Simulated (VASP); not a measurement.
The system is Rh.

```
CELL_PARAMETERS angstrom
0.00000 1.89785 1.89785
1.89785 0.00000 1.89785
1.89785 1.89785 0.00000
ATOMIC_POSITIONS crystal
Rh 0.00000 0.00000 0.00000
```

Base run:

```yaml
Program: VASP 6.6.1
Functional: PBE
Potentials_or_basis: VASP PAW PBE potentials, release 64 (Rh_pv)
Cutoff: 520 eV
k_mesh: 13 × 13 × 13
Occupations: methfessel-paxton, width 0.1 eV
Spin: no spin polarisation
```

Its results: pressure 7.5 GPa.

Task: The run is repeated on the same cell with these changes: functional from PBE to revPBE. What comes out?

Result: Pressure 11.0 GPa.

revPBE binds less tightly than PBE, so the same cell stands under more pressure.

Caveats: the PAW data sets were made with another functional, which shifts forces and pressure a little (some runs).
